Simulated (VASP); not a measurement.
# W3C in VASP: notebook

Runs on W3C. Level: PBE. Tasks: single point.

Everything below comes from runs of VASP 6.6.1. Logs are shortened: lines on timing, memory, paths and dates and some standing lists are left out, and cuts for length are marked.

## 1. The cell of the first run

The cell holds a slab with vacuum, 4 atoms: a = 2.757 Å, b = 2.757 Å, c = 19.856 Å, α = 90.00°, β = 90.00°, γ = 109.47°.

## 2. Single point, PBE

INCAR reads:

```
SYSTEM = W3C
PREC     = Accurate       ! precision mode
ENCUT    = 520            ! plane-wave cutoff, eV
EDIFF    = 1E-6           ! SCF threshold, eV
ISMEAR   = 0              ! smearing method
SIGMA    = 0.1            ! smearing width, eV
LREAL    = .FALSE.        ! projectors in reciprocal space
LASPH    = .TRUE.         ! aspherical terms in the spheres
NELM     = 100            ! most SCF steps
ALGO     = Normal         ! electronic algorithm
ISIF     = 2              ! what is computed and relaxed
LWAVE    = .FALSE.        ! write WAVECAR
LCHARG   = .TRUE.         ! write CHGCAR
LDIPOL   = .TRUE.       
IDIPOL   = 3            
DIPOL    = 0.5 0.5 0.360
GGA      = PE             ! functional
LELF     = .TRUE.         ! ELF
LVHAR    = .TRUE.       
LVACPOTAV= .TRUE.       
NBANDS   = 31             ! bands
```

KPOINTS reads:

```
Automatic mesh
0
G
  10 10 1
  0 0 0
```

POSCAR reads:

```
W3C
1.0
    2.7571643597      0.0000000000      0.0000000000
   -0.9190547866      2.5994794874      0.0000000000
    0.0000000000      0.0000000000     19.8562161029
W C
3 1
Direct
    0.5000000000      0.5000000000      0.2014482507
    0.0000000000      0.0000000000      0.3111437107
    0.5000000000      0.5000000000      0.4208362792
    0.6666666667      0.8333333333      0.5060977267
```

Potentials or basis: VASP PAW PBE potentials, release 64 (W_sv, C).

The run is started by

```sh
$ cat potpaw_PBE.64/W_sv/POTCAR potpaw_PBE.64/C/POTCAR > POTCAR
$ mpirun -np 1 vasp_std > vasp.out
```

OUTCAR:

```text
SYSTEM = W3C
   PREC = Accurate
   ENCUT = 520
   EDIFF = 1E-6
   ISMEAR = 0
   LREAL = .FALSE.
   LASPH = .TRUE.
   NELM = 100
   ISIF = 2
   GGA = PE

 ion  position               nearest neighbor table
   1  0.500  0.500  0.201-   2 2.70   2 2.70   2 3.13   2 3.13
   2  0.000  0.000  0.311-   3 2.70   3 2.70   1 2.70   1 2.70   3 3.13   3 3.13   1 3.13   1 3.13

   3  0.500  0.500  0.421-   4 1.91   4 2.65   2 2.70   2 2.70   2 3.13   2 3.13
   4  0.667  0.833  0.506-   3 1.91   3 2.65

  LATTYP: Found a base centered orthorhombic cell.
 ALAT       =     3.1836991705
 B/A-ratio  =     1.4142135624
 C/A-ratio  =     6.2368380427

  Lattice vectors:

 A1 = (   2.7571643597,   0.0000000000,   0.0000000000)
 A2 = (  -0.9190547866,   2.5994794874,   0.0000000000)
 A3 = (   0.0000000000,   0.0000000000,  19.8562161029)

Analysis of symmetry for initial positions (statically):
=====================================================================
 Subroutine PRICEL returns:
 Original cell was already a primitive cell.

 Routine SETGRP: Setting up the symmetry group for a
 base centered orthorhombic supercell.

 Subroutine GETGRP returns: Found  1 space group operations
 (whereof  1 operations were pure point group operations)
 out of a pool of  8 trial point group operations.

The static configuration has the point symmetry C_1 .

Analysis of symmetry for dynamics (positions and initial velocities):
=====================================================================
 Subroutine PRICEL returns:
 Original cell was already a primitive cell.

 Routine SETGRP: Setting up the symmetry group for a
 base centered orthorhombic supercell.

 Subroutine GETGRP returns: Found  1 space group operations
 (whereof  1 operations were pure point group operations)
 out of a pool of  8 trial point group operations.

The dynamic configuration has the point symmetry C_1 .

 Subroutine INISYM returns: Found  1 space group operations
 (whereof  1 operations are pure point group operations),
 and found     1 'primitive' translations

----------------------------------------------------------------------------------------

                                     Primitive cell

  volume of cell :     142.3133

  direct lattice vectors                    reciprocal lattice vectors
     2.757164360  0.000000000  0.000000000     0.362691472  0.128230800  0.000000000
    -0.919054787  2.599479487  0.000000000     0.000000000  0.384692399  0.000000000
     0.000000000  0.000000000 19.856216103     0.000000000  0.000000000  0.050362063

  length of vectors
     2.757164360  2.757164360 19.856216103     0.384692399  0.384692399  0.050362063

  position of ions in fractional coordinates (direct lattice)
     0.500000000  0.500000000  0.201448251
     0.000000000  0.000000000  0.311143711
     0.500000000  0.500000000  0.420836279
     0.666666667  0.833333333  0.506097727

  ion indices of the primitive-cell ions
   primitive index   ion index
                 1           1
                 2           2
                 3           3
                 4           4

----------------------------------------------------------------------------------------

 KPOINTS: Automatic mesh

Automatic generation of k-mesh.
 Grid dimensions read from file:
 generate k-points for:   10   10    1

 Generating k-lattice:

  Cartesian coordinates                     Fractional coordinates (reciprocal lattice)
     0.036269147  0.012823080  0.000000000     0.100000000 -0.000000000  0.000000000
     0.000000000  0.038469240  0.000000000     0.000000000  0.100000000  0.000000000
     0.000000000  0.000000000  0.050362063     0.000000000  0.000000000  1.000000000

  Length of vectors
     0.038469240  0.038469240  0.050362063

  Shift w.r.t. Gamma in fractional coordinates (k-lattice)
     0.000000000  0.000000000  0.000000000

 Subroutine IBZKPT returns following result:
 ===========================================

 Found     52 irreducible k-points:

 Following reciprocal coordinates:
            Coordinates               Weight
  0.000000  0.000000  0.000000      1.000000
  0.100000  0.000000  0.000000      2.000000
  0.000000  0.100000  0.000000      2.000000
  0.200000  0.000000  0.000000      2.000000
  0.000000  0.200000  0.000000      2.000000
  0.300000 -0.000000  0.000000      2.000000
[... 16 lines left out ...]
 -0.300000  0.100000  0.000000      2.000000
  0.100000 -0.300000  0.000000      2.000000
 [... further k-points ...]
   k-points           NKPTS =     52   k-points in BZ     NKDIM =     52   number of bands    NBANDS=     31
   number of dos      NEDOS =    301   number of ions     NIONS =      4
   total plane-waves  NPLWV =  86400
   dimension x,y,z NGX =    24 NGY =   24 NGZ =  150
   dimension x,y,z NGXF=    48 NGYF=   48 NGZF=  300
   ions per type =               3   1
   NGX,Y,Z   is equivalent  to a cutoff of  14.47, 14.47, 12.56 a.u.
   NGXF,Y,Z  is equivalent  to a cutoff of  28.94, 28.94, 25.12 a.u.
 SYSTEM =  W3C
   PREC   = accura    normal or accurate (medium, high low for compatibility)
   ISTART =      0    job   : 0-new  1-cont  2-samecut
   ICHARG =      2    charge: 1-file 2-atom 10-const
   ISPIN  =      1    spin polarized calculation?
   LNONCOLLINEAR =      F non collinear calculations
   LSORBIT =      F    spin-orbit coupling
   LASPH  =      T    aspherical Exc in radial PAW
   ENCUT  =  520.0 eV  38.22 Ry    6.18 a.u.   5.13  5.13 36.92*2*pi/ulx,y,z
   NELM   =    100;   NELMIN=  2; NELMDL= -5     # of ELM steps
   EDIFF  = 0.1E-05   stopping-criterion for ELM
   LREAL  =      F    real-space projection
   EDIFFG = 0.1E-04   stopping-criterion for IOM
   NSW    =      0    number of steps for IOM
   IBRION =     -1    ionic relax: 0-MD 1-quasi-New 2-CG
   NFREE  =      0    steps in history (QN), initial steepest desc. (CG)
   ISIF   =      2    stress and relaxation
   ISYM   =      2    0-nonsym 1-usesym 2-fastsym
   POTIM  = 0.5000    time-step for ionic-motion
   TEBEG  =    0.0;   TEEND  =   0.0 temperature during run
   PSTRESS=    0.0 pullay stress
   NELECT =      46.0000    total number of electrons
   NUPDOWN=      -1.0000    fix difference up-down
   EMIN   =  10.00;   EMAX   =-10.00  energy-range for DOS
   EFERMI =   0.00;   METHOD = LEGACY
   ISMEAR =     0;   SIGMA  =   0.10  broadening in eV -4-tet -1-fermi 0-gaus
   EFERMI_NEDOS =   21; number of points for ismear=-14 and -15
   IALGO  =     38    algorithm
   IMIX   =      4    mixing-type and parameters
     AMIX     =   0.40;   BMIX     =  1.00
     AMIX_MAG =   1.60;   BMIX_MAG =  1.00
  volume/ion in A,a.u.               =      35.58       240.09
  Fermi-wavevector in a.u.,A,eV,Ry     =   1.123515  2.123136 17.174447  1.262286
  Thomas-Fermi vector in A             =   2.260182
   LORBIT       =      0    0 simple, 1 ext, 2 COOP (PROOUT), +10 PAW based schemes
   GGA     = PE    functional components
   LHFCALC =     F    Hartree Fock is set to
   AEXX    =    0.0000 exact exchange contribution
   IVDW    =     0    specifies the selected vdW correction
   LEPSILON=     F    determine dielectric tensor
   LRPA    =     F    only Hartree local field effects (RPA)
 non-spin polarized calculation
 Gauss-broadening in eV      SIGMA  =   0.10
  energy-cutoff  :      520.00
  volume of cell :      142.31
 maximum number of plane-waves:      3862
 NGX is ok and might be reduce to    24
   NGX = 11   NGY = 11   NGZ = 73

 dipolmoment           0.000000      0.000000     -0.006830 electrons x Angstroem

 number of electron      45.9999999 magnetization

 dipolmoment           0.000000      0.000000      0.098979 electrons x Angstroem

 Free energy of the ion-electron system (eV)
  ---------------------------------------------------
  ext. energy  EPLUGINS =         0.00000000
  ---------------------------------------------------
  free energy    TOTEN  =       -42.14254001 eV

  energy without entropy =      -42.12955996  energy(sigma->0) =      -42.13604998

 E-fermi :   0.4247     XC(G=0):  -6.2083

 val. band max:        0.4235237074   @ k =   0.4000  -0.0000   0.0000
 cond. band min:       0.4465561955   @ k =   0.2000   0.4000   0.0000
 fundamental gap:      0.0230324881
 Fermi energy:         0.4247372741

 k-point     1 :       0.0000    0.0000    0.0000
  band No.  band energies     occupation
      1     -73.7022      2.00000
      2     -73.5158      2.00000
      3     -73.4664      2.00000
      4     -38.4023      2.00000
      5     -37.8586      2.00000
      6     -37.6862      2.00000
[... 23 lines left out ...]
     30       2.9031      0.00000
     31       3.3864      0.00000

 k-point     2 :       0.1000    0.0000    0.0000
  band No.  band energies     occupation
      1     -73.6948      2.00000
      2     -73.5105      2.00000
      3     -73.4613      2.00000
      4     -38.3770      2.00000
      5     -37.9122      2.00000
      6     -37.6738      2.00000
[... 23 lines left out ...]
     30       3.0855      0.00000
     31       3.5822      0.00000

 k-point     3 :       0.0000    0.1000    0.0000
  band No.  band energies     occupation
      1     -73.6948      2.00000
      2     -73.5105      2.00000
      3     -73.4613      2.00000
      4     -38.3767      2.00000
      5     -37.9113      2.00000
      6     -37.6715      2.00000
[... 23 lines left out ...]
     30       3.1076      0.00000
     31       3.5646      0.00000

 k-point     4 :       0.2000    0.0000    0.0000
  band No.  band energies     occupation
      1     -73.6753      2.00000
      2     -73.4968      2.00000
      3     -73.4478      2.00000
      4     -38.3149      2.00000
      5     -38.0614      2.00000
      6     -37.7279      2.00000
[... 635 lines left out ...]
     30       4.5878      0.00000
     31       4.8545      0.00000

 k-point    23 :      -0.3000    0.1000    0.0000
  band No.  band energies     occupation
      1     -73.6516      2.00000
      2     -73.4760      2.00000
      3     -73.4265      2.00000
      4     -38.2747      2.00000
      5     -38.1934      2.00000
      6     -37.8940      2.00000
[... 23 lines left out ...]
     30       3.4280      0.00000
     31       4.0995      0.00000

 k-point    24 :       0.1000   -0.3000    0.0000
  band No.  band energies     occupation
      1     -73.6516      2.00000
      2     -73.4760      2.00000
      3     -73.4263      2.00000
      4     -38.2726      2.00000
      5     -38.1858      2.00000
      6     -37.8908      2.00000
[... 23 lines left out ...]
     30       3.5951      0.00000
     31       3.7825      0.00000

 [... further k-points ...]
[... 5 lines left out ...]
  --------------------------------------------------------------------------------------
  -------------------------------------------------------------------------------------
  Total       -0.7226975     -0.8126435      2.0884252     -0.0118451      2.2699865      0.4629989
  in kB       -8.1361991     -9.1488210     23.5116963     -0.1333533     25.5557315      5.2124873
  external PRESSURE =       2.0755587 kB  Pullay stress =       0.0000000 kB

 VOLUME and BASIS-vectors are now :
 -----------------------------------------------------------------------------
  energy-cutoff  :      520.00
  volume of cell :      142.31
      direct lattice vectors                 reciprocal lattice vectors
     2.757164360  0.000000000  0.000000000     0.362691472  0.128230800  0.000000000
    -0.919054787  2.599479487  0.000000000     0.000000000  0.384692399  0.000000000
     0.000000000  0.000000000 19.856216103     0.000000000  0.000000000  0.050362063

 POSITION                                       TOTAL-FORCE (eV/Angst)
 -----------------------------------------------------------------------------------
      0.91905      1.29974      4.00000         0.099516      0.181985      0.164838
      0.00000      0.00000      6.17814        -0.079970     -0.534711     -1.241141
      0.91905      1.29974      8.35622        -0.446355     -0.768531      0.996313
      1.07223      2.16623     10.04919         0.426809      1.121258      0.079990
 -----------------------------------------------------------------------------------
    total drift:                               -0.000016      0.000004      0.000268

  FREE ENERGIE OF THE ION-ELECTRON SYSTEM (eV)
  ---------------------------------------------------
  free  energy   TOTEN  =       -42.1425400101 eV

  energy  without entropy=      -42.1295599557  energy(sigma->0) =      -42.13604998

 vacuum level on the upper side and lower side of the slab         7.704         5.205
```

Wall time 6.5 min (1 thread of Intel Xeon Platinum 8375C at 2.90GHz (Ice Lake), shared host); peak memory 0.37 GiB.

What came out:

- Free energy: -42.1425 eV
- Largest force: 1.354 eV/Å
- Band gap on the k mesh: zero (band 23 reaches 1.36 eV, above the bottom of band 24 at 0.12 eV)

Forces on the atoms (eV/Å):
```
W    0.100  0.182  0.165
W   -0.080 -0.535 -1.241
W   -0.446 -0.769  0.996
C    0.427  1.121  0.080
```

Caveat: spin-orbit coupling is left out, which moves the levels of the heavy elements.

(Part 1 of 2 ends here.)
